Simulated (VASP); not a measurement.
Set up this calculation in VASP 6.6.1, as the native input.

| Property | Result |
| --- | --- |
| Task | single point |
| Functional | LDA |
| Potentials or basis | VASP PAW LDA potentials, release 64 (Zn, S) |
| Cutoff | 520 eV |
| k mesh | 6 × 6 × 4 |
| Occupations | gaussian, width 0.01 eV |
| Spin | no spin polarisation |
| Dipole correction | no |
| Further INCAR settings | ALGO = Normal; EDIFF = 1e-07; NBANDS = 26 |

The structure of ZnS lies in POSCAR:

```
ZnS
1.0
    3.7008501123      0.0000000000      0.0000000000
   -1.8504250562      3.2050302128      0.0000000000
    0.0000000000      0.0000000000      6.1811529638
Zn S
2 2
Direct
    0.3333333333      0.6666666667      0.0072139343
    0.6666666667      0.3333333333      0.5072139343
    0.3333333333      0.6666666667      0.3777860657
    0.6666666667      0.3333333333      0.8777860657
```

This cell differs from its parent crystal: film at in-plane strain -0.01.

These files were run (other wordings do the same):

INCAR

```
PREC     = Accurate       # precision mode
ENCUT    = 520            # plane-wave cutoff, eV
EDIFF    = 1E-7           # SCF threshold, eV
ISMEAR   = 0              # smearing method
SIGMA    = 0.01           # smearing width, eV
LREAL    = False          # projectors in reciprocal space
LASPH    = True           # aspherical terms in the spheres
NELM     = 60             # most SCF steps
ALGO     = Normal         # electronic algorithm
ISIF     = 2              # what is computed and relaxed
LWAVE    = False          # write WAVECAR
LCHARG   = True           # write CHGCAR
GGA      = CA             # functional
LELF     = True           # ELF
LVHAR    = True         
NBANDS   = 26             # bands
```

KPOINTS

```
regular mesh
0
Gamma
  6 6 4
```

Potentials or basis: VASP PAW LDA potentials, release 64 (Zn, S).

The run is started by

```console
$ cat potpaw_LDA.64/Zn/POTCAR potpaw_LDA.64/S/POTCAR > POTCAR
$ mpirun -np 1 vasp_std > vasp.out
```

It gave:

```json
{
 "Pressure": "1.5 GPa",
 "Band gap on the k mesh": "2.23 eV, direct"
}
```

Caveat: the cell differs from its parent crystal (film at in-plane strain -0.01).

It took 31 s on 1 thread of Intel(R) Xeon(R) Platinum 8488C (Sapphire Rapids), with other jobs on the host, peak memory 0.17 GiB.
